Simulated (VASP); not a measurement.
Wanted: the native input for a VASP 6.6.1 run.

| Quantity | Value |
| --- | --- |
| Task | single point |
| Functional | PBE |
| Potentials or basis | VASP PAW PBE potentials, release 64 (Sr_sv, O) |
| Cutoff | 520 eV |
| k mesh | 7 × 7 × 7 |
| Occupations | fermi-dirac, width 0.0612256 eV |
| Spin | no spin polarisation |
| Dipole correction | no |
| Further INCAR settings | ALGO = Normal; EDIFF = 1e-07; NBANDS = 63 |

The structure of Sr2O5 (cubic X2O5 type) lies in POSCAR:

```
Sr2O5
1.0
    5.8044368199      0.0000000000      0.0000000000
    0.0000000000      5.8044368199      0.0000000000
    0.0000000000      0.0000000000      5.8044368199
Sr O
4 10
Direct
    0.0000000000      0.0000000000      0.0000000000
    0.5000000000      0.5000000000      0.0000000000
    0.5000000000      0.0000000000      0.5000000000
    0.0000000000      0.5000000000      0.5000000000
    0.5000000000      0.0000000000      0.0000000000
    0.0000000000      0.5000000000      0.0000000000
    0.0000000000      0.0000000000      0.5000000000
    0.5000000000      0.5000000000      0.5000000000
    0.7500000000      0.7500000000      0.2500000000
    0.7500000000      0.2500000000      0.7500000000
    0.2500000000      0.7500000000      0.7500000000
    0.7500000000      0.2500000000      0.2500000000
    0.2500000000      0.7500000000      0.2500000000
    0.2500000000      0.2500000000      0.7500000000
```

One way to write it, as run:

INCAR

```
SYSTEM = Sr2O5
ALGO     = Normal         ! electronic algorithm
EDIFF    = 1E-7           ! SCF threshold, eV
ENCUT    = 520            ! plane-wave cutoff, eV
GGA      = PE             ! functional
ISIF     = 2              ! what is computed and relaxed
ISMEAR   = -1             ! smearing method
LASPH    = .True.         ! aspherical terms in the spheres
LCHARG   = .False.        ! write CHGCAR
LREAL    = .False.        ! projectors in reciprocal space
LWAVE    = .False.        ! write WAVECAR
NBANDS   = 63             ! bands
NELM     = 80             ! most SCF steps
PREC     = Accurate       ! precision mode
SIGMA    = 0.06122561905347299 ! smearing width, eV
```

KPOINTS

```
k-points
0
Gamma
  7 7 7
  0 0 0
```

Potentials or basis: VASP PAW PBE potentials, release 64 (Sr_sv, O).

Command:

```console
$ cat potpaw_PBE.64/Sr_sv/POTCAR potpaw_PBE.64/O/POTCAR > POTCAR
$ mpirun -np 1 vasp_std > vasp.out
```

Results of the run:

The pressure is 0.4 GPa and the band gap on the k mesh is zero (bands 50 and 51 overlap by 0.17 eV).

Caveat: semilocal functionals underestimate gaps, so a narrow gap can read as zero.

It took 6.4 min on 1 thread of Intel(R) Xeon(R) Platinum 8488C (Sapphire Rapids), with other jobs on the host, peak memory 0.42 GiB.
